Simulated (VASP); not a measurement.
# WC (P1) in VASP: a series of runs

WC is run at these levels: PBEsol; tasks: single point.

All numbers are computed with VASP 6.6.1; they aren't measurements. Logs are shortened: lines on timing, memory, paths and dates and some standing lists are left out, and cuts for length are marked.

## Step 1: The cell of the first run

The typed cell holds 16 atoms: a = 6.089 Å, b = 5.273 Å, c = 5.946 Å, α = 90.00°, β = 90.00°, γ = 90.00°.

## Step 2: Single point, PBEsol

INCAR

```
PREC = Accurate ; ENCUT = 520
EDIFF = 1E-7 ; ISMEAR = -1
SIGMA = 0.36 ; LREAL = Auto
LASPH = T ; NELM = 100
ALGO = Normal ; ISIF = 2
LWAVE = F ; LCHARG = F
GGA = PS ; NBANDS = 86
```

KPOINTS

```
Automatic mesh
0
Gamma
  2 2 2
```

POSCAR

```
WC
1.0
   -3.0444810000     -5.2731960000      0.0000000000
    4.5667220000     -2.6365980000      0.0000000000
    0.0000000000      0.0000000000      5.9459940000
W C
8 8
Direct
    0.7722395112      0.5115416527      0.0211066476
    0.7025336441      0.5167273881      0.4809288405
    0.4989457498      0.0084811064     -0.0123612637
    0.4659997249     -0.0732413078      0.4938114637
    0.2511923496      0.5224207508     -0.0374706063
    0.2403382991      0.4829515318      0.4964518969
    0.0247025736      0.0197749099      0.0424487478
    0.0307107222      0.0195541157      0.5155740150
    0.5082130709      0.5883312009      0.2396235180
    0.5424466941      0.6457079397      0.7815345929
    0.2796915972      0.1593080887      0.2624287882
    0.2402163521      0.1416188942      0.7895736188
    0.0474976853      0.6710296358      0.2236295563
    0.0557276589      0.7618291192      0.7324090808
    0.7829207503      0.1425721445      0.2360580922
    0.7476480141      0.0974003177      0.7274309392
```

Potentials or basis: VASP PAW PBE potentials, release 64 (W_sv, C).

The run is started by

```sh
$ cat potpaw_PBE.64/W_sv/POTCAR potpaw_PBE.64/C/POTCAR > POTCAR
$ mpirun -np 1 vasp_std > vasp.out
```

OUTCAR:

```text
PREC = Accurate
   ENCUT = 520
   EDIFF = 1E-7
   ISMEAR = -1
   LREAL = Auto
   LASPH = T
   NELM = 100
   ISIF = 2
   GGA = PS

 ion  position               nearest neighbor table
   1  0.772  0.512  0.021-   9 2.11  10 2.12  13 2.23  15 2.33   2 2.77  14 2.77   5 2.94   7 3.02
                             7 3.09   3 3.11   3 3.14   5 3.19   2 3.24
   2  0.703  0.517  0.481-   9 1.90  10 2.15  15 2.50   4 2.60  16 2.67  13 2.72   1 2.77   6 2.82
                             1 3.24   6 3.28   8 3.30   8 3.33   4 3.43
   3  0.499  0.008  0.988-  12 2.09  16 2.22  11 2.25  10 2.29  15 2.38   9 2.68   7 2.91   4 2.97
                             5 2.98   4 3.05   5 3.11   1 3.11   1 3.14   7 3.22
   4  0.466  0.927  0.494-  11 2.16  10 2.31   9 2.35  16 2.38  12 2.50   2 2.60   8 2.70   6 2.71
                            15 2.71   3 2.97   3 3.05   6 3.24   2 3.43   8 3.48
   5  0.251  0.522  0.963-  13 2.14  10 2.17  14 2.21  12 2.26   9 2.30  11 2.62   6 2.78   1 2.94
                             3 2.98   7 3.00   7 3.03   3 3.11   6 3.18   1 3.19
   6  0.240  0.483  0.496-  11 2.22  13 2.23   9 2.30  14 2.32  12 2.51  10 2.64   4 2.71   8 2.76
                             5 2.78   2 2.82   8 3.11   5 3.18   4 3.24   2 3.28
   7  0.025  0.020  0.042-  15 1.98  12 2.10  13 2.14  11 2.16  14 2.30  16 2.55   8 2.81   3 2.91
                             5 3.00   1 3.02   5 3.03   1 3.09   8 3.13   3 3.22
   8  0.031  0.020  0.516-  14 1.88  12 2.17  16 2.17  11 2.26  15 2.34  13 2.53   4 2.70   6 2.76
                             7 2.81   6 3.11   7 3.13   2 3.30   2 3.33   4 3.48
   9  0.508  0.588  0.240-   2 1.90   1 2.11   5 2.30   6 2.30   4 2.35   3 2.68
  10  0.542  0.646  0.782-   1 2.12   2 2.15   5 2.17   3 2.29   4 2.31   6 2.64
  11  0.280  0.159  0.262-   7 2.16   4 2.16   6 2.22   3 2.25   8 2.26   5 2.62
  12  0.240  0.142  0.790-   3 2.09   7 2.10   8 2.17   5 2.26   4 2.50   6 2.51
  13  0.047  0.671  0.224-   7 2.14   5 2.14   1 2.23   6 2.23   8 2.53   2 2.72
  14  0.056  0.762  0.732-   8 1.88   5 2.21   7 2.30   6 2.32   1 2.77
  15  0.783  0.143  0.236-   7 1.98   1 2.33   8 2.34   3 2.38   2 2.50   4 2.71
  16  0.748  0.097  0.727-   8 2.17   3 2.22   4 2.38   7 2.55   2 2.67

  LATTYP: Found a simple orthorhombic cell.
 ALAT       =     5.2731962640
 B/A-ratio  =     1.1275882221
 C/A-ratio  =     1.1547004682

  Lattice vectors:

 A1 = (   4.5667220000,  -2.6365980000,   0.0000000000)
 A2 = (   0.0000000000,   0.0000000000,   5.9459940000)
 A3 = (  -3.0444810000,  -5.2731960000,   0.0000000000)

Analysis of symmetry for initial positions (statically):
=====================================================================
 Subroutine PRICEL returns:
 Original cell was already a primitive cell.

 Routine SETGRP: Setting up the symmetry group for a
 simple orthorhombic supercell.

 Subroutine GETGRP returns: Found  1 space group operations
 (whereof  1 operations were pure point group operations)
 out of a pool of  8 trial point group operations.

The static configuration has the point symmetry C_1 .

Analysis of symmetry for dynamics (positions and initial velocities):
=====================================================================
 Subroutine PRICEL returns:
 Original cell was already a primitive cell.

 Routine SETGRP: Setting up the symmetry group for a
 simple orthorhombic supercell.

 Subroutine GETGRP returns: Found  1 space group operations
 (whereof  1 operations were pure point group operations)
 out of a pool of  8 trial point group operations.

The dynamic configuration has the point symmetry C_1 .

 Subroutine INISYM returns: Found  1 space group operations
 (whereof  1 operations are pure point group operations),
 and found     1 'primitive' translations

----------------------------------------------------------------------------------------

                                     Primitive cell

  volume of cell :     190.9157

  direct lattice vectors                    reciprocal lattice vectors
    -3.044481000 -5.273196000  0.000000000    -0.082115796 -0.142228740  0.000000000
     4.566722000 -2.636598000  0.000000000     0.164231591 -0.094819149  0.000000000
     0.000000000  0.000000000  5.945994000     0.000000000  0.000000000  0.168180459

  length of vectors
     6.088962195  5.273196264  5.945994000     0.164231599  0.189638305  0.168180459

  position of ions in fractional coordinates (direct lattice)
     0.772239511  0.511541653  0.021106648
     0.702533644  0.516727388  0.480928840
     0.498945750  0.008481106  0.987638736
     0.465999725  0.926758692  0.493811464
     0.251192350  0.522420751  0.962529394
     0.240338299  0.482951532  0.496451897
[... 8 lines left out ...]
     0.782920750  0.142572145  0.236058092
     0.747648014  0.097400318  0.727430939

  ion indices of the primitive-cell ions
   primitive index   ion index
                 1           1
                 2           2
                 3           3
                 4           4
                 5           5
                 6           6
[... 8 lines left out ...]
                15          15
                16          16

----------------------------------------------------------------------------------------

 KPOINTS: Automatic mesh

Automatic generation of k-mesh.
 Grid dimensions read from file:
 generate k-points for:    2    2    2

 Generating k-lattice:

  Cartesian coordinates                     Fractional coordinates (reciprocal lattice)
    -0.041057898 -0.071114370  0.000000000     0.500000000 -0.000000000  0.000000000
     0.082115796 -0.047409575  0.000000000     0.000000000  0.500000000  0.000000000
     0.000000000  0.000000000  0.084090229     0.000000000  0.000000000  0.500000000

  Length of vectors
     0.082115800  0.094819152  0.084090229

  Shift w.r.t. Gamma in fractional coordinates (k-lattice)
     0.000000000  0.000000000  0.000000000

 Subroutine IBZKPT returns following result:
 ===========================================

 Found      8 irreducible k-points:

 Following reciprocal coordinates:
            Coordinates               Weight
  0.000000  0.000000  0.000000      1.000000
  0.500000  0.000000  0.000000      1.000000
  0.000000  0.500000  0.000000      1.000000
  0.500000  0.500000  0.000000      1.000000
  0.000000  0.000000  0.500000      1.000000
  0.500000  0.000000  0.500000      1.000000
  0.000000  0.500000  0.500000      1.000000
  0.500000  0.500000  0.500000      1.000000
   k-points           NKPTS =      8   k-points in BZ     NKDIM =      8   number of bands    NBANDS=     86
   number of dos      NEDOS =    301   number of ions     NIONS =     16
   total plane-waves  NPLWV =  92160
   dimension x,y,z NGX =    48 NGY =   40 NGZ =   48
   dimension x,y,z NGXF=    96 NGYF=   80 NGZF=   96
   ions per type =               8   8
   NGX,Y,Z   is equivalent  to a cutoff of  13.11, 12.61, 13.42 a.u.
   NGXF,Y,Z  is equivalent  to a cutoff of  26.21, 25.22, 26.84 a.u.
 SYSTEM =  unknown system
   PREC   = accura    normal or accurate (medium, high low for compatibility)
   ISTART =      0    job   : 0-new  1-cont  2-samecut
   ICHARG =      2    charge: 1-file 2-atom 10-const
   ISPIN  =      1    spin polarized calculation?
   LNONCOLLINEAR =      F non collinear calculations
   LSORBIT =      F    spin-orbit coupling
   LASPH  =      T    aspherical Exc in radial PAW
   ENCUT  =  520.0 eV  38.22 Ry    6.18 a.u.  11.32  9.80 11.06*2*pi/ulx,y,z
   NELM   =    100;   NELMIN=  2; NELMDL= -5     # of ELM steps
   EDIFF  = 0.1E-06   stopping-criterion for ELM
   LREAL  =      T    real-space projection
   EDIFFG = 0.1E-05   stopping-criterion for IOM
   NSW    =      0    number of steps for IOM
   IBRION =     -1    ionic relax: 0-MD 1-quasi-New 2-CG
   NFREE  =      0    steps in history (QN), initial steepest desc. (CG)
   ISIF   =      2    stress and relaxation
   ISYM   =      2    0-nonsym 1-usesym 2-fastsym
   POTIM  = 0.5000    time-step for ionic-motion
   TEBEG  =    0.0;   TEEND  =   0.0 temperature during run
   PSTRESS=    0.0 pullay stress
   NELECT =     144.0000    total number of electrons
   NUPDOWN=      -1.0000    fix difference up-down
   EMIN   =  10.00;   EMAX   =-10.00  energy-range for DOS
   EFERMI =   0.00;   METHOD = LEGACY
   ISMEAR =    -1;   SIGMA  =   0.36  broadening in eV -4-tet -1-fermi 0-gaus
   EFERMI_NEDOS =   21; number of points for ismear=-14 and -15
   IALGO  =     38    algorithm
   IMIX   =      4    mixing-type and parameters
     AMIX     =   0.40;   BMIX     =  1.00
     AMIX_MAG =   1.60;   BMIX_MAG =  1.00
  volume/ion in A,a.u.               =      11.93        80.52
  Fermi-wavevector in a.u.,A,eV,Ry     =   1.490213  2.816095 30.214943  2.220736
  Thomas-Fermi vector in A             =   2.603024
   LORBIT       =      0    0 simple, 1 ext, 2 COOP (PROOUT), +10 PAW based schemes
   GGA     = PS    functional components
   LHFCALC =     F    Hartree Fock is set to
   AEXX    =    0.0000 exact exchange contribution
   IVDW    =     0    specifies the selected vdW correction
   LEPSILON=     F    determine dielectric tensor
   LRPA    =     F    only Hartree local field effects (RPA)
 non-spin polarized calculation
  energy-cutoff  :      520.00
  volume of cell :      190.92
 maximum number of plane-waves:      5192
 NGX is ok and might be reduce to    48
   NGX = 23   NGY = 19   NGZ = 23

 number of electron     144.0000002 magnetization

 Free energy of the ion-electron system (eV)
  ---------------------------------------------------
  ext. energy  EPLUGINS =         0.00000000
  ---------------------------------------------------
  free energy    TOTEN  =      -178.63809423 eV

  energy without entropy =     -175.56278596  energy(sigma->0) =     -177.10044009

 E-fermi :   9.4661     XC(G=0): -13.0926

 val. band max:        9.4520516803   @ k =   0.0000   0.0000   0.5000
 cond. band min:       9.5325513822   @ k =   0.5000   0.0000   0.0000
 fundamental gap:      0.0804997019
 Fermi energy:         9.4660803828

 k-point     1 :       0.0000    0.0000    0.0000
  band No.  band energies     occupation
      1     -64.9643      2.00000
      2     -64.9392      2.00000
      3     -64.9125      2.00000
      4     -64.8846      2.00000
      5     -64.8673      2.00000
      6     -64.8219      2.00000
[... 685 lines left out ...]
     83      12.1593      0.00113
     84      12.2716      0.00082
 [bands above 84 left out]

------------------------ aborting loop because EDIFF is reached ----------------------------------------

  FORCE on cell =-STRESS in cart. coord.  units (eV):
  Direction    XX          YY          ZZ          XY          YZ          ZX
  --------------------------------------------------------------------------------------
  -------------------------------------------------------------------------------------
  Total      -20.0924966    -19.6704908    -23.1394102      0.3349036      2.6658196     -3.9403705
  in kB     -168.6175622   -165.0760614   -194.1874632      2.8105333     22.3717342    -33.0678501
  external PRESSURE =    -175.9603622 kB  Pullay stress =       0.0000000 kB

 VOLUME and BASIS-vectors are now :
 -----------------------------------------------------------------------------
  energy-cutoff  :      520.00
  volume of cell :      190.92
      direct lattice vectors                 reciprocal lattice vectors
    -3.044481000 -5.273196000  0.000000000    -0.082115796 -0.142228740  0.000000000
     4.566722000 -2.636598000  0.000000000     0.164231591 -0.094819149  0.000000000
     0.000000000  0.000000000  5.945994000     0.000000000  0.000000000  0.168180459

 POSITION                                       TOTAL-FORCE (eV/Angst)
 -----------------------------------------------------------------------------------
     -0.01500     -5.42090      0.12550        -0.659527      1.124524     -1.442382
      0.22090     -5.06700      2.85960        -5.909997     -2.557477      3.187140
     -1.48030     -2.65340      5.87249        -2.013967     -1.708607      0.731564
      2.81352     -4.90080      2.93620         2.041104     -5.158453      0.849792
      1.62100     -2.70200      5.72319        -1.675931     -0.471015      2.687418
      1.47380     -2.54070      2.95190         0.331828     -0.786593     -0.901581
[... 8 lines left out ...]
     -1.73250     -4.50440      1.40360         2.897231      1.154473      1.000001
     -1.83140     -4.19930      4.32530         1.931805     -0.275460      0.644938
 -----------------------------------------------------------------------------------
    total drift:                               -0.005628      0.018206      0.004075

  FREE ENERGIE OF THE ION-ELECTRON SYSTEM (eV)
  ---------------------------------------------------
  free  energy   TOTEN  =      -178.6380942281 eV

  energy  without entropy=     -175.5627859557  energy(sigma->0) =     -177.10044009
```

Wall time 1.9 min (1 thread of Intel Xeon 6975P-C (Granite Rapids), shared host); peak memory 0.33 GiB.

What came out:

```
Free energy            : -178.6381 eV
Pressure               : -17.6 GPa
Largest force          : 7.185 eV/Å
Band gap on the k mesh : zero (band 72 reaches 9.53 eV, above the bottom of band 73 at 9.24 eV)
```

Forces on the atoms (eV/Å):
```
W   -0.660  1.125 -1.442
W   -5.910 -2.557  3.187
W   -2.014 -1.709  0.732
W    2.041 -5.158  0.850
W   -1.676 -0.471  2.687
W    0.332 -0.787 -0.902
W   -1.414  1.553 -3.808
W    2.896  2.871 -2.628
C    3.475  0.948 -1.342
C    1.329  0.591 -1.172
C   -0.035  1.052 -0.352
C    1.315 -2.422 -1.931
C    0.608  1.328  1.250
C   -5.118  2.758  3.225
C    2.897  1.154  1.000
C    1.932 -0.275  0.645
```

Caveat: the k points lie up to 0.60 Å⁻¹ apart; the PAW data sets were made with another functional, which shifts forces and pressure a little; spin-orbit coupling is left out, which moves the levels of the heavy elements.

## Step 3: Single point, PBEsol

INCAR

```
PREC = Accurate
ENCUT = 520
EDIFF = 1E-6
ISMEAR = -1
SIGMA = 0.36
LREAL = Auto
LASPH = True
NELM = 80
ALGO = Normal
ISIF = 2
LWAVE = False
LCHARG = False
GGA = PS
NBANDS = 86
```

KPOINTS

```
regular mesh
0
Gamma
  2 2 2
```

POSCAR

```
WC
1.0
   -3.0444810000     -5.2731960000      0.0000000000
    4.5667220000     -2.6365980000      0.0000000000
    0.0000000000      0.0000000000      5.9459940000
W C
8 8
Direct
    0.7481408946      0.5512051618      0.0019172572
    0.7624539783      0.4485441965      0.5040368356
    0.4912341000     -0.0080686138     -0.0286411322
    0.5008673462     -0.0291935618      0.5030613889
    0.2779915525      0.5066741526     -0.0076353928
    0.2508361371      0.5028039486      0.4993782368
   -0.0140931328      0.0139254644      0.0242011680
   -0.0171176683      0.0217192078      0.4994791451
    0.4741232356      0.6516182028      0.2526406855
    0.5310621189      0.6587676085      0.7642960958
    0.2421795357      0.2025109028      0.2328122094
    0.2816668192      0.1531578404      0.7551302608
   -0.0578896507      0.7159087105      0.2730746112
    0.0350648803      0.5576109870      0.7306431860
    0.7248351515      0.1390815659      0.2812649996
    0.7640817161      0.1389469881      0.7745887399
```

Potentials or basis: VASP PAW PBE potentials, release 64 (W_sv, C).

The run is started by

```sh
$ cat potpaw_PBE.64/W_sv/POTCAR potpaw_PBE.64/C/POTCAR > POTCAR
$ mpirun -np 1 vasp_std > vasp.out
```

It took 100 s on 1 thread of Intel Xeon 6975P-C (Granite Rapids), shared host; peak memory 0.33 GiB.

Results (log left out):

```
Free energy            : -182.1490 eV
Pressure               : -23.7 GPa
Largest force          : 4.871 eV/Å
Band gap on the k mesh : zero (band 72 reaches 9.64 eV, above the bottom of band 73 at 9.45 eV)
```

Forces in eV/Å, atoms in the order of the input:
```
W   -4.094 -0.088  0.686
W    4.492 -0.937  0.276
W    0.124 -1.203  4.510
W    1.151  0.015 -0.554
W   -0.340  2.441 -0.186
W   -2.682 -0.505 -1.741
W   -0.311 -0.686 -0.776
W   -3.378 -0.713  0.904
C    0.635 -2.163 -0.108
C    0.655  1.251 -1.763
C   -0.945  1.132  0.597
C    1.599  1.165 -1.278
C   -1.868 -0.297 -0.212
C    3.997  1.417  2.397
C    0.211 -1.070 -1.385
C    0.754  0.242 -1.368
```

Stress tensor (GPa, compression positive):
```
-18.82   0.33  -0.52
  0.33 -25.31  -0.15
 -0.52  -0.15 -26.91
```

Levels at points of the mesh, in eV from the Fermi level:
```csv
k point,band 70,band 71,band 72,band 73,band 74,band 75
"(0.00, 0.00, 0.00)",-0.59,-0.15,0.16,0.36,0.38,0.86
"(0.50, 0.00, 0.00)",-0.67,-0.45,0.08,0.21,0.46,0.47
"(0.00, 0.50, 0.00)",-0.63,-0.36,-0.21,0.76,0.95,1.11
"(0.50, 0.50, 0.00)",-1.14,-0.92,-0.59,0.62,0.88,1.06
"(0.00, 0.00, 0.50)",-0.71,-0.53,-0.23,0.02,0.47,0.67
"(0.50, 0.00, 0.50)",-0.79,-0.63,-0.29,-0.03,0.00,0.34
"(0.00, 0.50, 0.50)",-1.07,-0.64,-0.41,0.23,0.33,0.56
"(0.50, 0.50, 0.50)",-1.25,-1.00,-0.48,0.69,0.83,0.99
```

Caveat: the k points lie up to 0.60 Å⁻¹ apart; the PAW data sets were made with another functional, which shifts forces and pressure a little; spin-orbit coupling is left out, which moves the levels of the heavy elements.
